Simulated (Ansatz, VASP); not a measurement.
# Au: VASP beside Ansatz

```
CELL_PARAMETERS angstrom
-2.62254 3.00329 1.44420
3.00329 -2.62254 1.44420
2.80381 2.80381 -0.74686
ATOMIC_POSITIONS crystal
Au 0.01147 0.98853 0.00000
Au 0.73853 0.26147 0.50000
```

Alike in both runs: task single point; functional BLYP; k mesh 13 × 13 × 9; occupations fermi-dirac, width 0.1 eV; no spin polarisation.

```csv
,VASP,Ansatz
version,VASP 6.6.1,Ansatz 0.2.0
potentials or method,"VASP PAW PBE potentials, release 64 (Au), cutoff 520 eV","plane waves (420 eV) with PAW, scalar-relativistic"
valence electrons in the cell,22,38
```

|  | VASP | Ansatz | Ansatz less VASP |
| --- | --- | --- | --- |
| pressure (GPa) | -7.0 | -7.2 | -0.23 |
| traceless stress, the component that is largest in VASP (GPa) | -0.89 | -0.98 | -0.089 |

VASP's potentials were made for PBE, not for BLYP. The functional is the same, so the differences come from potentials, cutoffs and numerics. VASP's potentials hold 22 valence electrons a cell and Ansatz's 38, so a difference there can come from the potentials and not from the codes.

Neither program's run includes spin-orbit coupling.
